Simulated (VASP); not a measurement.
Set up this calculation in VASP 6.6.1, as the native input.

```
Task                   : single point
Functional             : LDA
Potentials or basis    : VASP PAW LDA potentials, release 64 (Ge_d)
Cutoff                 : 520 eV
k mesh                 : 14 × 14 × 14
Occupations            : gaussian, width 0.15 eV
Spin                   : no spin polarisation
Dipole correction      : no
Further INCAR settings : ALGO = Normal; EDIFF = 1e-07; NBANDS = 21
```

The structure of Ge lies in POSCAR:

```
Ge
1.0
    0.0000000000      2.6024684000      3.0550716000
    2.6024684000      0.0000000000      3.0550716000
    2.6024684000      2.6024684000      0.0000000000
Ge
2
Direct
    0.5000000000      0.5000000000      0.5000000000
    0.7500000000      0.7500000000      0.7500000000
```

This cell differs from its parent crystal: strain -0.080 along x and y, +0.080 along z.

One way to write it, as run:

INCAR

```
SYSTEM = Ge
PREC = Accurate
ENCUT = 520
EDIFF = 1E-7
ISMEAR = 0
SIGMA = 0.15
LREAL = .False.
LASPH = .True.
NELM = 100
ALGO = Normal
ISIF = 2
LWAVE = .False.
LCHARG = .False.
GGA = CA
NBANDS = 21
```

KPOINTS

```
Automatic mesh
0
Gamma
  14 14 14
  0 0 0
```

Potentials or basis: VASP PAW LDA potentials, release 64 (Ge_d).

The run is started by

```console
$ cat potpaw_LDA.64/Ge_d/POTCAR > POTCAR
$ mpirun -np 1 vasp_std > vasp.out
```

It gave:

```yaml
Pressure: 6.0 GPa
Band_gap_on_the_k_mesh: zero (band 14 reaches 6.18 eV, above the bottom of band 15 at 5.44 eV)
```

Caveat: the cell differs from its parent crystal (strain -0.080 along x and y, +0.080 along z).

Wall time 3 min on 1 thread of Intel(R) Xeon(R) 6975P-C (Granite Rapids), on a shared host, peak memory 0.26 GiB.
